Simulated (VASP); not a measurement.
# SnSe2 in VASP: notebook

SnSe2 is run at these levels: r2SCAN; tasks: single point, relaxation of cell and atoms.

Everything below comes from runs of VASP 6.6.1. Logs are shortened: lines on timing, memory, paths and dates and some standing lists are left out, and cuts for length are marked.

## 1. The cell of the first run

Symmetry: P-3m1, No. 164, trigonal system. Conventional cell: a = 3.848 Å, b = 3.848 Å, c = 6.538 Å, α = 90.00°, β = 90.00°, γ = 120.00°. Sn (site symmetry -3m) has 6 Se at 2.72 Å within 3.6 Å. Within 3.6 Å of Se (site symmetry 3m) lie 3 Sn at 2.72 Å.

## 2. Single point, r2SCAN

POSCAR

```
SnSe2
1.0
    3.8480689959      0.0000000000      0.0000000000
   -1.9240344980      3.3325255060      0.0000000000
    0.0000000000      0.0000000000      6.5382724536
Sn Se
1 2
Direct
    0.0000000000      0.0000000000      0.0000000000
    0.3333333333      0.6666666667      0.2400288755
    0.6666666667      0.3333333333      0.7599711245
```

INCAR.step1

```
  ALGO = Normal
  EDIFF = 1E-4
  ENCUT = 520
  GGA = PE
  ISMEAR = 0
  LASPH = T
  LCHARG = F
  LREAL = F
  LWAVE = T
  NBANDS = 20
  NELM = 80
  PREC = Accurate
  SIGMA = 0.1491
```

INCAR.step2

```
  ALGO = Normal
  EDIFF = 1E-6
  ENCUT = 520
  ISIF = 2
  ISMEAR = 0
  ISTART = 1
  LASPH = T
  LCHARG = T
  LELF = T
  LMIXTAU = T
  LREAL = F
  LVHAR = T
  LWAVE = F
  METAGGA = R2SCAN
  NBANDS = 20
  NELM = 80
  PREC = Accurate
  SIGMA = 0.1491
```

KPOINTS

```
k-points
0
Gamma
  5 5 3
```

Potentials or basis: VASP PAW PBE potentials, release 64 (Sn_d, Se).

On the command line:

```console
$ cat potpaw_PBE.64/Sn_d/POTCAR potpaw_PBE.64/Se/POTCAR > POTCAR
$ cp INCAR.step1 INCAR
$ mpirun -np 1 vasp_std > vasp.out
$ cp INCAR.step2 INCAR
$ mpirun -np 1 vasp_std > vasp.out
```

OUTCAR:

```text
EDIFF = 1E-6
   ENCUT = 520
   ISIF = 2
   ISMEAR = 0
   ISTART = 1
   LASPH = T
   LREAL = F
   METAGGA = R2SCAN
   NELM = 80
   PREC = Accurate

 ion  position               nearest neighbor table
   1  0.000  0.000  0.000-   2 2.72   3 2.72   3 2.72   2 2.72   3 2.72   2 2.72
   2  0.333  0.667  0.240-   1 2.72   1 2.72   1 2.72
   3  0.667  0.333  0.760-   1 2.72   1 2.72   1 2.72

  LATTYP: Found a hexagonal cell.
 ALAT       =     3.8480689959
 C/A-ratio  =     1.6991047875

  Lattice vectors:

 A1 = (   3.8480689959,   0.0000000000,   0.0000000000)
 A2 = (  -1.9240344980,   3.3325255060,   0.0000000000)
 A3 = (   0.0000000000,   0.0000000000,   6.5382724536)

Analysis of symmetry for initial positions (statically):
=====================================================================
 Subroutine PRICEL returns:
 Original cell was already a primitive cell.

 Routine SETGRP: Setting up the symmetry group for a
 hexagonal supercell.

 Subroutine GETGRP returns: Found 12 space group operations
 (whereof 12 operations were pure point group operations)
 out of a pool of 24 trial point group operations.

The static configuration has the point symmetry D_3d.

Analysis of symmetry for dynamics (positions and initial velocities):
=====================================================================
 Subroutine PRICEL returns:
 Original cell was already a primitive cell.

 Routine SETGRP: Setting up the symmetry group for a
 hexagonal supercell.

 Subroutine GETGRP returns: Found 12 space group operations
 (whereof 12 operations were pure point group operations)
 out of a pool of 24 trial point group operations.

The dynamic configuration has the point symmetry D_3d.

 Subroutine INISYM returns: Found 12 space group operations
 (whereof 12 operations are pure point group operations),
 and found     1 'primitive' translations

----------------------------------------------------------------------------------------

                                     Primitive cell

  volume of cell :      83.8454

  direct lattice vectors                    reciprocal lattice vectors
     3.848068996  0.000000000  0.000000000     0.259870600  0.150036361  0.000000000
    -1.924034498  3.332525506  0.000000000     0.000000000  0.300072722  0.000000000
     0.000000000  0.000000000  6.538272454     0.000000000  0.000000000  0.152945599

  length of vectors
     3.848068996  3.848068996  6.538272454     0.300072722  0.300072722  0.152945599

  position of ions in fractional coordinates (direct lattice)
     0.000000000  0.000000000  0.000000000
     0.333333333  0.666666667  0.240028876
     0.666666667  0.333333333  0.759971124

  ion indices of the primitive-cell ions
   primitive index   ion index
                 1           1
                 2           2
                 3           3

----------------------------------------------------------------------------------------

 KPOINTS: k-points

Automatic generation of k-mesh.
 Grid dimensions read from file:
 generate k-points for:    5    5    3

 Generating k-lattice:

  Cartesian coordinates                     Fractional coordinates (reciprocal lattice)
     0.051974120  0.030007272  0.000000000     0.200000000  0.000000000  0.000000000
     0.000000000  0.060014544  0.000000000     0.000000000  0.200000000  0.000000000
     0.000000000  0.000000000  0.050981866     0.000000000  0.000000000  0.333333333

  Length of vectors
     0.060014544  0.060014544  0.050981866

  Shift w.r.t. Gamma in fractional coordinates (k-lattice)
     0.000000000  0.000000000  0.000000000

 Subroutine IBZKPT returns following result:
 ===========================================

 Found     12 irreducible k-points:

 Following reciprocal coordinates:
            Coordinates               Weight
  0.000000  0.000000  0.000000      1.000000
  0.200000  0.000000  0.000000      6.000000
  0.400000  0.000000  0.000000      6.000000
  0.200000  0.200000  0.000000      6.000000
  0.400000  0.200000  0.000000      6.000000
  0.000000  0.000000  0.333333      2.000000
  0.200000  0.000000  0.333333      6.000000
  0.000000  0.200000  0.333333      6.000000
  0.400000  0.000000  0.333333      6.000000
  0.000000  0.400000  0.333333      6.000000
  0.200000  0.200000  0.333333     12.000000
  0.400000  0.200000  0.333333     12.000000
   k-points           NKPTS =     12   k-points in BZ     NKDIM =     12   number of bands    NBANDS=     20
   number of dos      NEDOS =    301   number of ions     NIONS =      3
   total plane-waves  NPLWV =  45000
   dimension x,y,z NGX =    30 NGY =   30 NGZ =   50
   dimension x,y,z NGXF=    60 NGYF=   60 NGZF=  100
   ions per type =               1   2
   NGX,Y,Z   is equivalent  to a cutoff of  12.96, 12.96, 12.71 a.u.
   NGXF,Y,Z  is equivalent  to a cutoff of  25.92, 25.92, 25.43 a.u.
 SYSTEM =  unknown system
   PREC   = accura    normal or accurate (medium, high low for compatibility)
   ISTART =      1    job   : 0-new  1-cont  2-samecut
   ICHARG =      0    charge: 1-file 2-atom 10-const
   ISPIN  =      1    spin polarized calculation?
   LNONCOLLINEAR =      F non collinear calculations
   LSORBIT =      F    spin-orbit coupling
   LASPH  =      T    aspherical Exc in radial PAW
   ENCUT  =  520.0 eV  38.22 Ry    6.18 a.u.   7.15  7.15 12.16*2*pi/ulx,y,z
   NELM   =     80;   NELMIN=  2; NELMDL=  0     # of ELM steps
   EDIFF  = 0.1E-05   stopping-criterion for ELM
   LREAL  =      F    real-space projection
   EDIFFG = 0.1E-04   stopping-criterion for IOM
   NSW    =      0    number of steps for IOM
   IBRION =     -1    ionic relax: 0-MD 1-quasi-New 2-CG
   NFREE  =      0    steps in history (QN), initial steepest desc. (CG)
   ISIF   =      2    stress and relaxation
   ISYM   =      2    0-nonsym 1-usesym 2-fastsym
   POTIM  = 0.5000    time-step for ionic-motion
   TEBEG  =    0.0;   TEEND  =   0.0 temperature during run
   PSTRESS=    0.0 pullay stress
   NELECT =      26.0000    total number of electrons
   NUPDOWN=      -1.0000    fix difference up-down
   EMIN   =  10.00;   EMAX   =-10.00  energy-range for DOS
   EFERMI =   0.00;   METHOD = LEGACY
   ISMEAR =     0;   SIGMA  =   0.15  broadening in eV -4-tet -1-fermi 0-gaus
   EFERMI_NEDOS =   21; number of points for ismear=-14 and -15
   IALGO  =     38    algorithm
   IMIX   =      4    mixing-type and parameters
     AMIX     =   0.40;   BMIX     =  1.00
     AMIX_MAG =   1.60;   BMIX_MAG =  1.00
  volume/ion in A,a.u.               =      27.95       188.61
  Fermi-wavevector in a.u.,A,eV,Ry     =   1.108084  2.093976 16.705927  1.227851
  Thomas-Fermi vector in A             =   2.244607
   LORBIT       =      0    0 simple, 1 ext, 2 COOP (PROOUT), +10 PAW based schemes
   METAGGA = R2SCAN    functional components
   LHFCALC =     F    Hartree Fock is set to
   AEXX    =    0.0000 exact exchange contribution
   IVDW    =     0    specifies the selected vdW correction
   LEPSILON=     F    determine dielectric tensor
   LRPA    =     F    only Hartree local field effects (RPA)
 non-spin polarized calculation
 Gauss-broadening in eV      SIGMA  =   0.15
  energy-cutoff  :      520.00
  volume of cell :       83.85
 maximum number of plane-waves:      2275
 NGX is ok and might be reduce to    30
   NGX = 15   NGY = 15   NGZ = 25

 number of electron      25.9999988 magnetization

 Free energy of the ion-electron system (eV)
  ---------------------------------------------------
  ext. energy  EPLUGINS =         0.00000000
  ---------------------------------------------------
  free energy    TOTEN  =       -54.61119103 eV

  energy without entropy =      -54.61119102  energy(sigma->0) =      -54.61119102

 E-fermi :   3.5177     XC(G=0):  -9.5479

 val. band max:        2.9360479182   @ k =   0.2000   0.0000   0.0000
 cond. band min:       4.0986432910   @ k =   0.0000   0.4000   0.3333
 fundamental gap:      1.1625953728
 Fermi energy:         3.5176976635

 k-point     1 :       0.0000    0.0000    0.0000
  band No.  band energies     occupation
      1     -18.8408      2.00000
      2     -18.8407      2.00000
      3     -18.7891      2.00000
      4     -18.7805      2.00000
      5     -18.7805      2.00000
      6     -11.0960      2.00000
[... 12 lines left out ...]
     19      12.5038      0.00000
     20      12.5038      0.00000

 k-point     2 :       0.2000    0.0000    0.0000
  band No.  band energies     occupation
      1     -18.8593      2.00000
      2     -18.8311      2.00000
      3     -18.7884      2.00000
      4     -18.7777      2.00000
      5     -18.7762      2.00000
      6     -10.7124      2.00000
[... 12 lines left out ...]
     19      11.8947      0.00000
     20      12.6941      0.00000

 k-point     3 :       0.4000    0.0000    0.0000
  band No.  band energies     occupation
      1     -18.8922      2.00000
      2     -18.8229      2.00000
      3     -18.7981      2.00000
      4     -18.7616      2.00000
      5     -18.7594      2.00000
      6      -9.7959      2.00000
[... 12 lines left out ...]
     19      12.7581      0.00000
     20      13.5655      0.00000

 k-point     4 :       0.2000    0.2000    0.0000
  band No.  band energies     occupation
      1     -18.8751      2.00000
      2     -18.8337      2.00000
      3     -18.7889      2.00000
      4     -18.7769      2.00000
      5     -18.7597      2.00000
      6     -10.0410      2.00000
[... 153 lines left out ...]
 k-point    11 :       0.2000    0.2000    0.3333
  band No.  band energies     occupation
      1     -18.8751      2.00000
      2     -18.8337      2.00000
      3     -18.7889      2.00000
      4     -18.7769      2.00000
      5     -18.7597      2.00000
      6      -9.9823      2.00000
[... 12 lines left out ...]
     19      11.2883      0.00000
     20      12.6926      0.00000

 k-point    12 :       0.4000    0.2000    0.3333
  band No.  band energies     occupation
      1     -18.8817      2.00000
      2     -18.8400      2.00000
      3     -18.7893      2.00000
      4     -18.7665      2.00000
      5     -18.7579      2.00000
      6      -9.3052      2.00000
[... 12 lines left out ...]
     19      12.2642      0.00000
     20      13.5766      0.00000

------------------------ aborting loop because EDIFF is reached ----------------------------------------

  FORCE on cell =-STRESS in cart. coord.  units (eV):
  Direction    XX          YY          ZZ          XY          YZ          ZX
  --------------------------------------------------------------------------------------
  -------------------------------------------------------------------------------------
  Total        0.0203235      0.0203235      0.0220817     -0.0000000      0.0000000     -0.0000000
  in kB        0.3883560      0.3883560      0.4219518     -0.0000000      0.0000000     -0.0000000
  external PRESSURE =       0.3995546 kB  Pullay stress =       0.0000000 kB

 VOLUME and BASIS-vectors are now :
 -----------------------------------------------------------------------------
  energy-cutoff  :      520.00
  volume of cell :       83.85
      direct lattice vectors                 reciprocal lattice vectors
     3.848068996  0.000000000  0.000000000     0.259870600  0.150036361  0.000000000
    -1.924034498  3.332525506  0.000000000     0.000000000  0.300072722  0.000000000
     0.000000000  0.000000000  6.538272454     0.000000000  0.000000000  0.152945599

 POSITION                                       TOTAL-FORCE (eV/Angst)
 -----------------------------------------------------------------------------------
      0.00000      0.00000      0.00000         0.000000      0.000000      0.000000
     -0.00000      2.22168      1.56937        -0.000000      0.000000      0.011770
      1.92403      1.11084      4.96890         0.000000     -0.000000     -0.011770
 -----------------------------------------------------------------------------------
    total drift:                               -0.000000      0.000000      0.000000

  FREE ENERGIE OF THE ION-ELECTRON SYSTEM (eV)
  ---------------------------------------------------
  free  energy   TOTEN  =       -54.6111910265 eV

  energy  without entropy=      -54.6111910230  energy(sigma->0) =      -54.61119102
```

Run time: 48 s. Hardware: 1 thread of Intel Xeon 6975P-C (Granite Rapids), shared host; peak memory 0.22 GiB.

Results:

* Free energy: -54.6112 eV
* Pressure: 0.0 GPa
* Largest force: 0.012 eV/Å
* Band gap on the k mesh: 1.16 eV, indirect (least direct gap 1.53 eV)

Forces in eV/Å, atoms in the order of the input:
```
Sn   0.000  0.000  0.000
Se   0.000  0.000  0.012
Se   0.000  0.000 -0.012
```

Caveat: the PAW data sets were made with another functional, which shifts forces and pressure a little; spin-orbit coupling is left out, which moves the levels of the heavy elements. A k mesh can miss the band edges.

## 3. Relaxation of cell and atoms, r2SCAN

This run uses another cell than the first one, of 26.82 Å³/atom, 0.960 times its volume.

POSCAR

```
SnSe2
1.0
    3.8643883000      0.0000000000      0.0000000000
   -1.9321941500      3.3466555800      0.0000000000
    0.0000000000      0.0000000000      6.2219592200
Sn Se
1 2
Direct
    0.0000000000      0.0000000000      0.0000000000
    0.3333000000      0.6667000000      0.2490000000
    0.6667000000      0.3333000000      0.7510000000
```

INCAR.step1

```
SYSTEM = SnSe2
  PREC = Accurate
  ENCUT = 600
  ISMEAR = 0
  SIGMA = 0.1491
  LREAL = .FALSE.
  LASPH = .TRUE.
  NELM = 100
  GGA = PE
  ALGO = Normal
  EDIFF = 1E-4
  LWAVE = .TRUE.
  LCHARG = .FALSE.
```

INCAR.step2

```
SYSTEM = SnSe2
  PREC = Accurate
  ENCUT = 600
  EDIFF = 1E-6
  ISMEAR = 0
  SIGMA = 0.1491
  LREAL = .FALSE.
  LASPH = .TRUE.
  NELM = 100
  ALGO = Normal
  ISIF = 3
  LWAVE = .FALSE.
  LCHARG = .FALSE.
  METAGGA = R2SCAN
  LMIXTAU = .TRUE.
  IBRION = 2
  NSW = 60
  EDIFFG = -0.01
  ISTART = 1
```

KPOINTS

```
Automatic mesh
0
G
  6 6 4
  0 0 0
```

Potentials or basis: VASP PAW PBE potentials, release 64 (Sn_d, Se).

On the command line:

```console
$ cat potpaw_PBE.64/Sn_d/POTCAR potpaw_PBE.64/Se/POTCAR > POTCAR
$ cp INCAR.step1 INCAR
$ mpirun -np 1 vasp_std > vasp.out
$ cp INCAR.step2 INCAR
$ mpirun -np 1 vasp_std > vasp.out
```

Run time: 45 min. Hardware: 1 thread of AMD EPYC 7R43 (Zen 3), shared host; peak memory 0.25 GiB.

The run converged. Its results:

```yaml
Free_energy: -54.6321 eV
Relaxed_volume: 27.74 Å³/atom
Relaxed_cell: a = 3.847 Å, b = 3.847 Å, c = 6.495 Å, α = 90.00°, β = 90.00°, γ = 120.00°
Space_group_after_relaxing_to_0.05_Å: P-3m1 (No. 164)
Energy_gained_by_relaxing: 3.6 meV/atom
Ionic_steps: 13
Pressure_after_relaxing: 0.0 GPa
Band_gap_on_the_k_mesh: 1.05 eV, indirect (least direct gap 1.47 eV)
```

Step by step:
```csv
step,energy change (eV),largest force (eV/Å),pressure (GPa),volume (Å³)
1,0.0000,0.1307,0.53,80.47
2,-0.0043,0.1133,-0.51,81.50
3,-0.0046,0.0689,-0.32,81.31
4,-0.0064,0.0727,0.02,80.97
5,-0.0065,0.0731,0.10,80.89
6,-0.0072,0.0591,0.13,81.02
7,-0.0086,0.0156,0.20,81.44
8,-0.0097,0.0714,0.36,82.27
9,-0.0100,0.0601,0.28,82.45
10,-0.0105,0.0278,0.04,83.00
11,-0.0105,0.0129,-0.07,83.25
12,-0.0106,0.0097,-0.06,83.24
13,-0.0107,0.0008,-0.03,83.23
```

Final structure:
```
CELL_PARAMETERS angstrom
3.84655 0.00001 0.00005
-1.92326 3.33121 -0.00005
0.00007 -0.00004 6.49533
ATOMIC_POSITIONS crystal
Sn 0.00000 0.00000 0.00000
Se 0.33332 0.66668 0.24204
Se 0.66668 0.33332 0.75796
```

Levels at points of the mesh, in eV from the valence-band top:
| k point | band 11 | band 12 | band 13 | band 14 | band 15 | band 16 |
| --- | --- | --- | --- | --- | --- | --- |
| (0.00, 0.00, 0.00) | -0.21 | -0.19 | -0.19 | 1.49 | 3.61 | 5.07 |
| (0.50, 0.00, 0.00) | -2.40 | -0.93 | -0.24 | 1.35 | 4.37 | 5.99 |
| (0.50, 0.50, 0.00) | -2.40 | -0.93 | -0.24 | 1.35 | 4.37 | 5.99 |
| (0.00, 0.00, 0.50) | -0.58 | -0.10 | -0.10 | 2.65 | 3.55 | 4.90 |
| (0.50, 0.00, 0.50) | -1.98 | -0.67 | -0.48 | 1.05 | 4.76 | 5.33 |
| (0.50, 0.50, 0.50) | -1.98 | -0.67 | -0.48 | 1.05 | 4.76 | 5.33 |

Caveat: the PAW data sets were made with another functional, which shifts forces and pressure a little; spin-orbit coupling is left out, which moves the levels of the heavy elements. A k mesh can miss the band edges.
